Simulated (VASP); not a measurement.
## ZnCu: single point with PBEsol

The system is ZnCu.

```
Zn Cu
1.0
     2.97445    0.00000    0.00000
     0.00000    2.97445    0.00000
     0.00000    0.00000    2.94500
Zn Cu
1 1
Direct
  0.50000 0.50000 0.50000
  0.00000 0.00000 0.00000
```

This cell differs from its parent crystal: equal xx and yy strain of +1 %.

```json
{"Program": "VASP 6.6.1", "Task": "single point", "Functional": "PBEsol", "Potentials or basis": "VASP PAW PBE potentials, release 64 (Zn, Cu)", "Cutoff": "520 eV", "k mesh": "14 × 14 × 14", "Occupations": "fermi-dirac, width 0.05 eV", "Spin": "no spin polarisation"}
```

```json
{"Pressure": "-6.3 GPa", "Band gap on the k mesh": "zero (an odd number of electrons rules out a gap without spin polarisation)"}
```

Stress tensor (GPa, compression positive):
```
-6.47  0.00  0.00
 0.00 -6.47  0.00
 0.00  0.00 -5.93
```

Levels at points of the mesh, in eV from the Fermi level:
| k point | band 10 | band 11 | band 12 | band 13 | band 14 | band 15 |
| --- | --- | --- | --- | --- | --- | --- |
| (0.00, 0.00, 0.00) | -2.69 | -2.69 | 6.00 | 6.00 | 6.35 | 11.04 |
| (0.50, 0.00, 0.00) | -3.21 | -2.76 | -2.01 | 11.36 | 11.68 | 11.99 |
| (0.50, 0.50, 0.00) | -2.47 | -1.90 | -1.90 | 1.60 | 1.94 | 13.84 |
| (0.00, 0.00, 0.50) | -3.24 | -2.78 | -1.95 | 11.46 | 11.46 | 12.08 |
| (0.50, 0.00, 0.50) | -2.46 | -1.84 | -1.82 | 1.69 | 2.04 | 13.59 |
| (0.50, 0.50, 0.50) | -2.43 | 3.68 | 4.24 | 4.29 | 4.29 | 4.38 |

Run time: 3 min on 1 thread of Intel Xeon 8259CL, with other jobs on the host, peak memory 0.26 GiB.

Caveat: the cell differs from its parent crystal (equal xx and yy strain of +1 %); the cell stands under tension; the PAW data sets were made with another functional, which shifts forces and pressure a little.
